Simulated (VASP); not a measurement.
The system is Co.

```
Co
1.0
     2.50613    0.00000    0.00000
    -1.25306    2.17037    0.00000
     0.00000    0.00000    4.09249
Co
2
Direct
  0.00000 0.00000 0.00000
  0.33333 0.66667 0.50000
```

| Property | Result |
| --- | --- |
| Program | VASP 6.6.1 |
| Task | relaxation of cell and atoms |
| Functional | PBE |
| Potentials or basis | VASP PAW PBE potentials, release 64 (Co) |
| Cutoff | 600 eV |
| k mesh | 18 × 18 × 10 |
| Occupations | gaussian, width 0.1 eV |
| Spin | collinear spin, ferromagnetic start |
| Starting moments | [1.94, 1.94] μB |

At the start: pressure -5.9 GPa; volume 11.13 Å³/atom.

Problem. Where does the relaxation end?

Solution. Over 5 steps the energy falls by 6.6 meV/atom and the volume is 10.81 Å³/atom (-2.9 %); space group P6_3/mmc (No. 194, to 0.1 Å) before and after; moment 3.18 μB per cell.

Step by step:
```
step  energy change (eV)  largest force (eV/Å)  pressure (GPa)  volume (Å³)
   1              0.0000                0.0000           -5.89        22.26
   2              0.0010                0.0000            7.17        20.97
   3             -0.0128                0.0000            0.14        21.61
   4             -0.0132                0.0000            0.01        21.62
   5             -0.0132                0.0000            0.03        21.62
```

Final structure:
```yaml
crystal:
  lattice:
    - [2.48963, 0.00000, 0.00000]
    - [-1.24481, 2.15608, 0.00000]
    - [0.00000, 0.00000, 4.02756]
  atoms:
    - { symbol: Co, position: [0.00000, 0.00000, 0.00000] }
    - { symbol: Co, position: [0.33333, 0.66667, 0.50000] }
```
